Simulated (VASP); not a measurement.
# N2: single point with PBE

Molecule: N2, in a box.

```
CELL_PARAMETERS angstrom
15.00000 0.00000 0.00000
0.00000 15.50000 0.00000
0.00000 0.00000 16.00000
ATOMIC_POSITIONS crystal
N 0.50186 0.49901 0.46562
N 0.49814 0.50099 0.53438
```

```json
{"Program": "VASP 6.6.1", "Task": "single point", "Functional": "PBE", "Potentials or basis": "VASP PAW PBE potentials, release 64 (N)", "Cutoff": "520 eV", "k mesh": "1 × 1 × 1", "Occupations": "gaussian, width 0.005 eV", "Spin": "no spin polarisation"}
```

```yaml
Largest_force: 1.742 eV/Å
Gap_between_the_frontier_levels: 8.20 eV
```

Forces in eV/Å, atoms in the order of the input:
```
N    0.088 -0.048 -1.739
N   -0.088  0.048  1.739
```

Levels at points of the mesh, in eV from the valence-band top:
```csv
k point,band 1,band 2,band 3,band 4,band 5,band 6,band 7,band 8,band 9,band 10
"(0.00, 0.00, 0.00)",-18.15,-3.27,-1.42,-1.42,0.00,8.20,8.20,10.05,10.56,10.67
```

It took 5.4 min on 1 thread of Oxide Virtual Turin-like Processor (shared host), peak memory 2 GiB.

Caveat: the standard files for N, O and F lose accuracy on very short bonds.
